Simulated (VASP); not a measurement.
Set up this calculation in VASP 6.6.1, as the native input.

* Task: single point
* Functional: r2SCAN
* Potentials or basis: VASP PAW PBE potentials, release 64 (Zn, S)
* Cutoff: 520 eV
* k mesh: 6 × 6 × 4
* Occupations: gaussian, width 0.02 eV
* Spin: no spin polarisation
* Dipole correction: no
* Further INCAR settings: ALGO = Normal; EDIFF = 1e-07; NBANDS = 26

Crystal: ZnS.

```xyz
4
Lattice="3.7748 0.0000 0.0000 -1.8874 3.2691 0.0000 0.0000 0.0000 6.1975" Properties=species:S:1:pos:R:3 pbc="T T T"
Zn    0.0000    2.1794    0.0031
Zn    1.8874    1.0897    3.1019
S     0.0000    2.1794    2.3210
S     1.8874    1.0897    5.4198
```

The input as run:

POSCAR

```
ZnS
1.0
    3.7747860604      0.0000000000      0.0000000000
   -1.8873930302      3.2690606221      0.0000000000
    0.0000000000      0.0000000000      6.1975485585
Zn S
2 2
Direct
    0.3333333333      0.6666666667      0.0004971621
    0.6666666667      0.3333333333      0.5004971621
    0.3333333333      0.6666666667      0.3745028379
    0.6666666667      0.3333333333      0.8745028379
```

INCAR.step1

```
ALGO = Normal ; EDIFF = 1E-4
ENCUT = 520 ; GGA = PE
ISMEAR = 0 ; LASPH = True
LCHARG = False ; LREAL = False
LWAVE = True ; NBANDS = 26
NELM = 60 ; PREC = Accurate
SIGMA = 0.02
```

INCAR.step2

```
ALGO = Normal ; EDIFF = 1E-7
ENCUT = 520 ; ISIF = 2
ISMEAR = 0 ; ISTART = 1
LASPH = True ; LCHARG = False
LMIXTAU = True ; LREAL = False
LWAVE = False ; METAGGA = R2SCAN
NBANDS = 26 ; NELM = 60
PREC = Accurate ; SIGMA = 0.02
```

KPOINTS

```
k-points
0
Gamma
  6 6 4
```

Potentials or basis: VASP PAW PBE potentials, release 64 (Zn, S).

Launch:

```bash
$ cat potpaw_PBE.64/Zn/POTCAR potpaw_PBE.64/S/POTCAR > POTCAR
$ cp INCAR.step1 INCAR
$ mpirun -np 1 vasp_std > vasp.out
$ cp INCAR.step2 INCAR
$ mpirun -np 1 vasp_std > vasp.out
```

Results of the run:

```yaml
Pressure: 2.1 GPa
Largest_force: 0.005 eV/Å
Band_gap_on_the_k_mesh: 2.90 eV, direct
```

Caveat: the PAW data sets were made with another functional, which shifts forces and pressure a little.

Wall time 74 s on 1 thread of Intel(R) Xeon(R) 6975P-C (Granite Rapids), on a shared host, peak memory 0.21 GiB.
